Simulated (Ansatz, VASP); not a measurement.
One calculation of InP, two programs

```xyz
2
Lattice="0.0000 2.9133 2.9133 2.9133 0.0000 2.9133 2.9133 2.9133 0.0000" Properties=species:S:1:pos:R:3 pbc="T T T"
In    0.0000    0.0000    0.0000
P     4.3700    4.3700    4.3700
```

Alike in both runs: functional LDA; k mesh 8 × 8 × 8; occupations gaussian, width 0.02 eV; no spin polarisation.

Ansatz relaxed the structure, and its values are those at the end. VASP's run is a single point on that final structure, the one shown.

|  | VASP | Ansatz |
| --- | --- | --- |
| version | VASP 6.6.1 | Ansatz 0.2.0 |
| potentials or method | VASP PAW LDA potentials, release 64 (In_d, P), cutoff 500 eV | scalar-relativistic, plane waves, PAW |
| valence electrons in the cell | 18 | 18 |

Ansatz gave:

| Quantity | Value |
| --- | --- |
| gap on the k mesh at the Fermi level (eV) | 0.57 |
| least direct gap on the mesh (eV) | 0.57 |
| pressure (GPa) | 0.0 |

Question: Estimate VASP's values.

Answer: gap on the k mesh at the Fermi level (eV): 0.61; least direct gap on the mesh (eV): 0.61; pressure (GPa): 0.0.

Ansatz warns that its potentials were made for another functional, while VASP's fit it. LDA's correlation is that of Perdew and Zunger in VASP and of Perdew and Wang (1992) in Ansatz.
